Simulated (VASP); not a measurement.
# SnSe2 (I4_1/amd) in VASP: notebook

Aim: see how the results for SnSe2 move with the level of theory and the settings. Levels: PBEsol, PBE, LDA. Tasks: single point.

Everything below comes from runs of VASP 6.6.1. Logs are shortened: lines on timing, memory, paths and dates and some standing lists are left out, and cuts for length are marked.

## 1. The cell of the first run

It takes space group I4_1/amd (No. 141, tetragonal). The conventional cell has a = 5.612 Å, b = 5.612 Å, c = 10.670 Å, α = 90.00°, β = 90.00°, γ = 90.00°. Sn (site symmetry -4m2) has 6 Se at 2.54 to 2.81 Å within 3.4 Å. Within 3.4 Å of Se (site symmetry 2mm) lie 3 Sn at 2.54 to 2.81 Å.

## 2. Single point, PBEsol

INCAR

```
SYSTEM = SnSe2
ALGO     = Normal         ! electronic algorithm
EDIFF    = 1E-6           ! SCF threshold, eV
ENCUT    = 520            ! plane-wave cutoff, eV
GGA      = PS             ! functional
ISIF     = 2              ! what is computed and relaxed
ISMEAR   = -1             ! smearing method
LASPH    = .TRUE.         ! aspherical terms in the spheres
LCHARG   = .FALSE.        ! write CHGCAR
LREAL    = .FALSE.        ! projectors in reciprocal space
LWAVE    = .FALSE.        ! write WAVECAR
NBANDS   = 35             ! bands
NELM     = 60             ! most SCF steps
PREC     = Accurate       ! precision mode
SIGMA    = 0.02           ! smearing width, eV
```

KPOINTS

```
k-points
0
G
  6 6 6
  0 0 0
```

POSCAR

```
SnSe2
1.0
   -2.8061048653      2.8061048653      5.3351534643
    2.8061048653     -2.8061048653      5.3351534643
    2.8061048653      2.8061048653     -5.3351534643
Sn Se
2 4
Direct
    0.7500000000      0.2500000000      0.5000000000
    0.0000000000      0.0000000000      0.0000000000
    0.5116061967      0.0116061967      0.5000000000
    0.7616061967      0.7616061967      0.0000000000
    0.2383938033      0.2383938033      0.0000000000
    0.9883938033      0.4883938033      0.5000000000
```

Potentials or basis: VASP PAW PBE potentials, release 64 (Sn_d, Se).

Run with:

```console
> cat potpaw_PBE.64/Sn_d/POTCAR potpaw_PBE.64/Se/POTCAR > POTCAR
> mpirun -np 1 vasp_std > vasp.out
```

OUTCAR:

```text
SYSTEM = SnSe2
   EDIFF = 1E-6
   ENCUT = 520
   GGA = PS
   ISIF = 2
   ISMEAR = -1
   LASPH = .TRUE.
   LREAL = .FALSE.
   NELM = 60
   PREC = Accurate

 ion  position               nearest neighbor table
   1  0.750  0.250  0.500-   3 2.54   6 2.54   5 2.81   4 2.81   4 2.81   5 2.81
   2  0.000  0.000  0.000-   4 2.54   5 2.54   3 2.81   6 2.81   3 2.81   6 2.81
   3  0.512  0.012  0.500-   1 2.54   2 2.81   2 2.81
   4  0.762  0.762  0.000-   2 2.54   1 2.81   1 2.81
   5  0.238  0.238  0.000-   2 2.54   1 2.81   1 2.81
   6  0.988  0.488  0.500-   1 2.54   2 2.81   2 2.81

  LATTYP: Found a body centered tetragonal cell.
 ALAT       =     5.6122097306
 C/A-ratio  =     1.9012666028

  Lattice vectors:

 A1 = (  -2.8061048653,   2.8061048653,   5.3351534643)
 A2 = (   2.8061048653,  -2.8061048653,   5.3351534643)
 A3 = (   2.8061048653,   2.8061048653,  -5.3351534643)

Analysis of symmetry for initial positions (statically):
=====================================================================
 Subroutine PRICEL returns:
 Original cell was already a primitive cell.

 Routine SETGRP: Setting up the symmetry group for a
 body centered tetragonal supercell.

 Subroutine GETGRP returns: Found 16 space group operations
 (whereof  8 operations were pure point group operations)
 out of a pool of 16 trial point group operations.

The static configuration has the point symmetry D_2d.
 The point group associated with its full space group is D_4h.

Analysis of symmetry for dynamics (positions and initial velocities):
=====================================================================
 Subroutine PRICEL returns:
 Original cell was already a primitive cell.

 Routine SETGRP: Setting up the symmetry group for a
 body centered tetragonal supercell.

 Subroutine GETGRP returns: Found 16 space group operations
 (whereof  8 operations were pure point group operations)
 out of a pool of 16 trial point group operations.

The dynamic configuration has the point symmetry D_2d.
 The point group associated with its full space group is D_4h.

 Subroutine INISYM returns: Found 16 space group operations
 (whereof  8 operations are pure point group operations),
 and found     1 'primitive' translations

----------------------------------------------------------------------------------------

                                     Primitive cell

  volume of cell :     168.0408

  direct lattice vectors                    reciprocal lattice vectors
    -2.806104865  2.806104865  5.335153464     0.000000000  0.178182935  0.093718016
     2.806104865 -2.806104865  5.335153464     0.178182935  0.000000000  0.093718016
     2.806104865  2.806104865 -5.335153464     0.178182935  0.178182935  0.000000000

  length of vectors
     6.649233905  6.649233905  6.649233905     0.201326165  0.201326165  0.251988723

  position of ions in fractional coordinates (direct lattice)
     0.750000000  0.250000000  0.500000000
     0.000000000  0.000000000  0.000000000
     0.511606197  0.011606197  0.500000000
     0.761606197  0.761606197  0.000000000
     0.238393803  0.238393803  0.000000000
     0.988393803  0.488393803  0.500000000

  ion indices of the primitive-cell ions
   primitive index   ion index
                 1           1
                 2           2
                 3           3
                 4           4
                 5           5
                 6           6

----------------------------------------------------------------------------------------

 KPOINTS: k-points

Automatic generation of k-mesh.
 Grid dimensions read from file:
 generate k-points for:    6    6    6

 Generating k-lattice:

  Cartesian coordinates                     Fractional coordinates (reciprocal lattice)
     0.000000000  0.029697156  0.015619669     0.166666667  0.000000000 -0.000000000
     0.029697156  0.000000000  0.015619669     0.000000000  0.166666667 -0.000000000
     0.029697156  0.029697156  0.000000000     0.000000000  0.000000000  0.166666667

  Length of vectors
     0.033554361  0.033554361  0.041998120

  Shift w.r.t. Gamma in fractional coordinates (k-lattice)
     0.000000000  0.000000000  0.000000000

 Subroutine IBZKPT returns following result:
 ===========================================

 Found     30 irreducible k-points:

 Following reciprocal coordinates:
            Coordinates               Weight
  0.000000  0.000000  0.000000      1.000000
  0.166667 -0.000000  0.000000      8.000000
  0.333333  0.000000 -0.000000      8.000000
  0.500000 -0.000000  0.000000      4.000000
  0.166667  0.166667  0.000000      8.000000
  0.333333  0.166667 -0.000000     16.000000
[... 16 lines left out ...]
 -0.333333 -0.333333  0.166667      8.000000
 -0.166667 -0.333333  0.166667      8.000000
 [... further k-points ...]
   k-points           NKPTS =     30   k-points in BZ     NKDIM =     30   number of bands    NBANDS=     35
   number of dos      NEDOS =    301   number of ions     NIONS =      6
   total plane-waves  NPLWV = 125000
   dimension x,y,z NGX =    50 NGY =   50 NGZ =   50
   dimension x,y,z NGXF=   100 NGYF=  100 NGZF=  100
   ions per type =               2   4
   NGX,Y,Z   is equivalent  to a cutoff of  12.50, 12.50, 12.50 a.u.
   NGXF,Y,Z  is equivalent  to a cutoff of  25.00, 25.00, 25.00 a.u.
 SYSTEM =  SnSe2
   PREC   = accura    normal or accurate (medium, high low for compatibility)
   ISTART =      0    job   : 0-new  1-cont  2-samecut
   ICHARG =      2    charge: 1-file 2-atom 10-const
   ISPIN  =      1    spin polarized calculation?
   LNONCOLLINEAR =      F non collinear calculations
   LSORBIT =      F    spin-orbit coupling
   LASPH  =      T    aspherical Exc in radial PAW
   ENCUT  =  520.0 eV  38.22 Ry    6.18 a.u.  12.36 12.36 12.36*2*pi/ulx,y,z
   NELM   =     60;   NELMIN=  2; NELMDL= -5     # of ELM steps
   EDIFF  = 0.1E-05   stopping-criterion for ELM
   LREAL  =      F    real-space projection
   EDIFFG = 0.1E-04   stopping-criterion for IOM
   NSW    =      0    number of steps for IOM
   IBRION =     -1    ionic relax: 0-MD 1-quasi-New 2-CG
   NFREE  =      0    steps in history (QN), initial steepest desc. (CG)
   ISIF   =      2    stress and relaxation
   ISYM   =      2    0-nonsym 1-usesym 2-fastsym
   POTIM  = 0.5000    time-step for ionic-motion
   TEBEG  =    0.0;   TEEND  =   0.0 temperature during run
   PSTRESS=    0.0 pullay stress
   NELECT =      52.0000    total number of electrons
   NUPDOWN=      -1.0000    fix difference up-down
   EMIN   =  10.00;   EMAX   =-10.00  energy-range for DOS
   EFERMI =   0.00;   METHOD = LEGACY
   ISMEAR =    -1;   SIGMA  =   0.02  broadening in eV -4-tet -1-fermi 0-gaus
   EFERMI_NEDOS =   21; number of points for ismear=-14 and -15
   IALGO  =     38    algorithm
   IMIX   =      4    mixing-type and parameters
     AMIX     =   0.40;   BMIX     =  1.00
     AMIX_MAG =   1.60;   BMIX_MAG =  1.00
  volume/ion in A,a.u.               =      28.01       189.00
  Fermi-wavevector in a.u.,A,eV,Ry     =   1.107315  2.092521 16.682725  1.226146
  Thomas-Fermi vector in A             =   2.243827
   LORBIT       =      0    0 simple, 1 ext, 2 COOP (PROOUT), +10 PAW based schemes
   GGA     = PS    functional components
   LHFCALC =     F    Hartree Fock is set to
   AEXX    =    0.0000 exact exchange contribution
   IVDW    =     0    specifies the selected vdW correction
   LEPSILON=     F    determine dielectric tensor
   LRPA    =     F    only Hartree local field effects (RPA)
 non-spin polarized calculation
  energy-cutoff  :      520.00
  volume of cell :      168.04
 maximum number of plane-waves:      4555
 NGX is ok and might be reduce to    50
   NGX = 25   NGY = 25   NGZ = 25

 number of electron      52.0000001 magnetization

 Free energy of the ion-electron system (eV)
  ---------------------------------------------------
  ext. energy  EPLUGINS =         0.00000000
  ---------------------------------------------------
  free energy    TOTEN  =       -24.60265914 eV

  energy without entropy =      -24.60254721  energy(sigma->0) =      -24.60260318

 E-fermi :   3.4154     XC(G=0):  -9.2374

 val. band max:        3.3105118985   @ k =   0.3333   0.3333   0.1667
 cond. band min:       3.4886991538   @ k =   0.5000   0.5000   0.5000
 fundamental gap:      0.1781872553
 Fermi energy:         3.4154107711

 k-point     1 :       0.0000    0.0000    0.0000
  band No.  band energies     occupation
      1     -18.2563      2.00000
      2     -18.2547      2.00000
      3     -18.2406      2.00000
      4     -18.1988      2.00000
      5     -18.1980      2.00000
      6     -18.1872      2.00000
[... 27 lines left out ...]
     34      10.1161      0.00000
     35      10.5471      0.00000

 k-point     2 :       0.1667   -0.0000    0.0000
  band No.  band energies     occupation
      1     -18.2608      2.00000
      2     -18.2468      2.00000
      3     -18.2408      2.00000
      4     -18.2000      2.00000
      5     -18.1976      2.00000
      6     -18.1878      2.00000
[... 27 lines left out ...]
     34      10.0864      0.00000
     35      10.3446      0.00000

 k-point     3 :       0.3333    0.0000   -0.0000
  band No.  band energies     occupation
      1     -18.2608      2.00000
      2     -18.2488      2.00000
      3     -18.2304      2.00000
      4     -18.2041      2.00000
      5     -18.1966      2.00000
      6     -18.1894      2.00000
[... 27 lines left out ...]
     34       9.4814      0.00000
     35      10.0184      0.00000
[... 723 lines left out ...]
 k-point    23 :      -0.3333   -0.3333    0.1667
  band No.  band energies     occupation
      1     -18.2678      2.00000
      2     -18.2561      2.00000
      3     -18.2206      2.00000
      4     -18.2015      2.00000
      5     -18.1952      2.00000
      6     -18.1905      2.00000
[... 27 lines left out ...]
     34       9.5911      0.00000
     35       9.6154      0.00000

 k-point    24 :      -0.1667   -0.3333    0.1667
  band No.  band energies     occupation
      1     -18.2694      2.00000
      2     -18.2521      2.00000
      3     -18.2281      2.00000
      4     -18.1985      2.00000
      5     -18.1963      2.00000
      6     -18.1891      2.00000
[... 27 lines left out ...]
     34       9.7724      0.00000
     35       9.9438      0.00000

 [... further k-points ...]
[... 5 lines left out ...]
  --------------------------------------------------------------------------------------
  -------------------------------------------------------------------------------------
  Total        0.0542920      0.0542920      0.1325611      0.0000000      0.0000000      0.0000000
  in kB        0.5176451      0.5176451      1.2638983      0.0000000      0.0000000      0.0000000
  external PRESSURE =       0.7663962 kB  Pullay stress =       0.0000000 kB

 VOLUME and BASIS-vectors are now :
 -----------------------------------------------------------------------------
  energy-cutoff  :      520.00
  volume of cell :      168.04
      direct lattice vectors                 reciprocal lattice vectors
    -2.806104865  2.806104865  5.335153464     0.000000000  0.178182935  0.093718016
     2.806104865 -2.806104865  5.335153464     0.178182935  0.000000000  0.093718016
     2.806104865  2.806104865 -5.335153464     0.178182935  0.178182935  0.000000000

 POSITION                                       TOTAL-FORCE (eV/Angst)
 -----------------------------------------------------------------------------------
      0.00000      2.80610      2.66758         0.000000      0.000000      0.000000
      0.00000      0.00000      0.00000         0.000000      0.000000      0.000000
      0.00000      2.80610      0.12384        -0.000000     -0.000000     -0.015088
      0.00000      0.00000      8.12657         0.000000      0.000000     -0.015088
      0.00000      0.00000      2.54374        -0.000000     -0.000000      0.015088
     -0.00000      2.80610      5.21131        -0.000000     -0.000000      0.015088
 -----------------------------------------------------------------------------------
    total drift:                               -0.000000     -0.000000     -0.000000

  FREE ENERGIE OF THE ION-ELECTRON SYSTEM (eV)
  ---------------------------------------------------
  free  energy   TOTEN  =       -24.6026591439 eV

  energy  without entropy=      -24.6025472142  energy(sigma->0) =      -24.60260318
```

Run time: 2.1 min. Hardware: 1 thread of AMD EPYC 9R45 (Zen 5), shared host; peak memory 0.37 GiB.

What came out:

```
Free energy            : -24.6027 eV
Pressure               : 0.1 GPa
Largest force          : 0.015 eV/Å
Band gap on the k mesh : 0.18 eV, indirect (least direct gap 0.56 eV)
```

Forces on the atoms (eV/Å):
```
Sn   0.000  0.000  0.000
Sn   0.000  0.000  0.000
Se   0.000  0.000 -0.015
Se   0.000  0.000 -0.015
Se   0.000  0.000  0.015
Se   0.000  0.000  0.015
```

Caveat: the PAW data sets were made with another functional, which shifts forces and pressure a little; spin-orbit coupling is left out, which moves the levels of the heavy elements. A k mesh can miss the band edges.

## 3. Single point, PBE

This run uses another cell than the first one, of 29.10 Å³/atom, 1.039 times its volume.

INCAR

```
SYSTEM = SnSe2
PREC     = Accurate       ! precision mode
ENCUT    = 520            ! plane-wave cutoff, eV
EDIFF    = 1E-6           ! SCF threshold, eV
ISMEAR   = -1             ! smearing method
SIGMA    = 0.02           ! smearing width, eV
LREAL    = .False.        ! projectors in reciprocal space
LASPH    = .True.         ! aspherical terms in the spheres
NELM     = 100            ! most SCF steps
ALGO     = Normal         ! electronic algorithm
ISIF     = 2              ! what is computed and relaxed
LWAVE    = .False.        ! write WAVECAR
LCHARG   = .False.        ! write CHGCAR
GGA      = PE             ! functional
NBANDS   = 35             ! bands
```

KPOINTS

```
Automatic mesh
0
Gamma
  6 6 6
  0 0 0
```

POSCAR

```
SnSe2
1.0
   -2.8143962848      2.8143962848      5.5112833719
    2.8143962848     -2.8143962848      5.5112833719
    2.8143962848      2.8143962848     -5.5112833719
Sn Se
2 4
Direct
    0.7500000000      0.2500000000      0.5000000000
    0.0000000000      0.0000000000      0.0000000000
    0.5193771670      0.0193771670      0.5000000000
    0.7693771670      0.7693771670      0.0000000000
    0.2306228330      0.2306228330      0.0000000000
    0.9806228330      0.4806228330      0.5000000000
```

Potentials or basis: VASP PAW PBE potentials, release 64 (Sn_d, Se).

Run with:

```console
> cat potpaw_PBE.64/Sn_d/POTCAR potpaw_PBE.64/Se/POTCAR > POTCAR
> mpirun -np 1 vasp_std > vasp.out
```

Run time: 2.6 min. Hardware: 1 thread of AMD EPYC 9R45 (Zen 5), shared host; peak memory 0.43 GiB.

Results (log left out):

| Quantity | Value |
| --- | --- |
| Free energy | -22.4254 eV |
| Pressure | 1.9 GPa |
| Largest force | 0.211 eV/Å |
| Band gap on the k mesh | 0.33 eV, indirect (least direct gap 0.53 eV) |

Forces in eV/Å, atoms in the order of the input:
```
Sn   0.000  0.000  0.000
Sn   0.000  0.000  0.000
Se   0.000  0.000 -0.211
Se   0.000  0.000 -0.211
Se   0.000  0.000  0.211
Se   0.000  0.000  0.211
```

Stress tensor (GPa, compression positive):
```
1.61 0.00 0.00
0.00 1.61 0.00
0.00 0.00 2.61
```

Levels at points of the mesh, in eV from the valence-band top:
| k point | band 24 | band 25 | band 26 | band 27 | band 28 | band 29 |
| --- | --- | --- | --- | --- | --- | --- |
| (0.00, 0.00, 0.00) | -0.81 | -0.15 | -0.15 | 0.38 | 1.08 | 5.03 |
| (0.50, 0.00, 0.00) | -0.81 | -0.78 | -0.78 | 1.34 | 1.56 | 2.69 |
| (0.50, 0.50, 0.00) | -0.62 | -0.10 | -0.10 | 1.69 | 1.69 | 2.41 |
| (0.50, 0.50, 0.50) | -0.82 | -0.42 | -0.42 | 0.33 | 0.33 | 5.33 |

Caveat: spin-orbit coupling is left out, which moves the levels of the heavy elements.

## 4. Single point, LDA

This run uses another cell than the first one, of 29.10 Å³/atom, 1.039 times its volume.

INCAR

```
SYSTEM = SnSe2
PREC = Accurate
ENCUT = 520
EDIFF = 1E-6
ISMEAR = 0
SIGMA = 0.01
LREAL = .FALSE.
LASPH = .TRUE.
NELM = 80
ALGO = Normal
ISIF = 2
LWAVE = .FALSE.
LCHARG = .TRUE.
LELF = .TRUE.
LVHAR = .TRUE.
NBANDS = 35
```

KPOINTS

```
Automatic mesh
0
G
  6 6 6
  0 0 0
```

POSCAR is that of step 3.

Potentials or basis: VASP PAW LDA potentials, release 64 (Sn_d, Se).

Run with:

```console
> cat potpaw_LDA.64/Sn_d/POTCAR potpaw_LDA.64/Se/POTCAR > POTCAR
> mpirun -np 1 vasp_std > vasp.out
```

Wall time 2.6 min (1 thread of AMD EPYC 9R45 (Zen 5), shared host); peak memory 0.36 GiB.

The run converged. Its results:

```yaml
Free_energy: -26.1043 eV
Pressure: -1.9 GPa
Largest_force: 0.030 eV/Å
Band_gap_on_the_k_mesh: 0.21 eV, indirect (least direct gap 0.40 eV)
```

Forces in eV/Å, atoms in the order of the input:
```
Sn   0.000  0.000  0.000
Sn   0.000  0.000  0.000
Se   0.000  0.000  0.030
Se   0.000  0.000  0.030
Se   0.000  0.000 -0.030
Se   0.000  0.000 -0.030
```

Stress tensor (GPa, compression positive):
```
-1.94  0.00  0.00
 0.00 -1.94  0.00
 0.00  0.00 -1.78
```

Levels at points of the mesh, in eV from the valence-band top:
```tsv
k point	band 22	band 23	band 24	band 25	band 26	band 27	band 28	band 29	band 30	band 31
(0.00, 0.00, 0.00)	-1.53	-0.83	-0.83	-0.15	-0.15	0.25	0.99	4.92	5.27	5.81
(0.50, 0.00, 0.00)	-1.10	-1.03	-0.83	-0.81	-0.79	1.23	1.45	2.55	3.21	5.10
(0.50, 0.50, 0.00)	-1.36	-0.64	-0.64	-0.11	-0.11	1.57	1.57	2.29	2.29	3.22
(0.50, 0.50, 0.50)	-2.63	-0.83	-0.83	-0.42	-0.42	0.21	0.21	5.21	5.21	5.82
```

Caveat: spin-orbit coupling is left out, which moves the levels of the heavy elements.

## 5. Overview

| level | potentials or basis | cell | smearing | gap on the mesh (eV) | pressure (GPa) | largest force (eV/Å) |
| --- | --- | --- | --- | --- | --- | --- |
| PBEsol | VASP PAW PBE potentials, release 64 (Sn_d, Se) | a = 6.649 Å, angles 130.1, 130.1, 73.3°, 6 atoms | fermi-dirac 0.02 eV | 0.18 | 0.1 | 0.02 |
| PBE | VASP PAW PBE potentials, release 64 (Sn_d, Se) | a = 6.798 Å, angles 131.1, 131.1, 71.7°, 6 atoms | fermi-dirac 0.02 eV | 0.33 | 1.9 | 0.21 |
| LDA | VASP PAW LDA potentials, release 64 (Sn_d, Se) | a = 6.798 Å, angles 131.1, 131.1, 71.7°, 6 atoms | gaussian 0.01 eV | 0.21 | -1.9 | 0.03 |

Alike in all rows: task single point; no spin polarisation; k mesh 6 × 6 × 6; cutoff (eV) 520.

Caveats: spin-orbit coupling is left out, which moves the levels of the heavy elements; the PAW data sets were made with another functional, which shifts forces and pressure a little (some runs).

Total energies depend on the potentials used, so only differences within one code and one set of settings carry meaning.
